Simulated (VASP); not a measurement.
Write the native input for VASP 6.6.1 that does the following.

* Task: single point
* Functional: PBE
* Potentials or basis: VASP PAW PBE potentials, release 64 (Al, N)
* Cutoff: 600 eV
* k mesh: 5 × 5 × 5
* Occupations: gaussian, width 0.01 eV
* Spin: no spin polarisation
* Dipole correction: no
* Further INCAR settings: ALGO = Normal; EDIFF = 1e-06; NBANDS = 11

The structure of AlN lies in POSCAR:

```
AlN
1.0
    0.0000000000      2.1839935000      2.1839935000
    2.1839935000      0.0000000000      2.1839935000
    2.1839935000      2.1839935000      0.0000000000
Al N
1 1
Direct
    0.0000000000      0.0000000000      0.0000000000
    0.2500000000      0.2500000000      0.2500000000
```

One way to write it, as run:

INCAR

```
ALGO = Normal
EDIFF = 1E-6
ENCUT = 600
GGA = PE
GGA_COMPAT = F
ISIF = 2
ISMEAR = 0
LASPH = T
LCHARG = F
LREAL = F
LWAVE = F
NBANDS = 11
NELM = 120
PREC = Accurate
SIGMA = 0.01
```

KPOINTS

```
k-points
0
Gamma
  5 5 5
```

Potentials or basis: VASP PAW PBE potentials, release 64 (Al, N).

Command:

```sh
$ cat potpaw_PBE.64/Al/POTCAR potpaw_PBE.64/N/POTCAR > POTCAR
$ mpirun -np 1 vasp_std > vasp.out
```

Results of the run:

| Quantity | Value |
| --- | --- |
| Pressure | 4.5 GPa |
| Band gap on the k mesh | 3.89 eV (least direct gap 4.19 eV) |

Caveat: the k points lie up to 0.50 Å⁻¹ apart; an odd mesh through Γ misses points on the zone boundary, where band edges can lie.

Wall time 9.2 s on 1 thread of Intel Xeon 8259CL, on a shared host, peak memory 0.15 GiB.
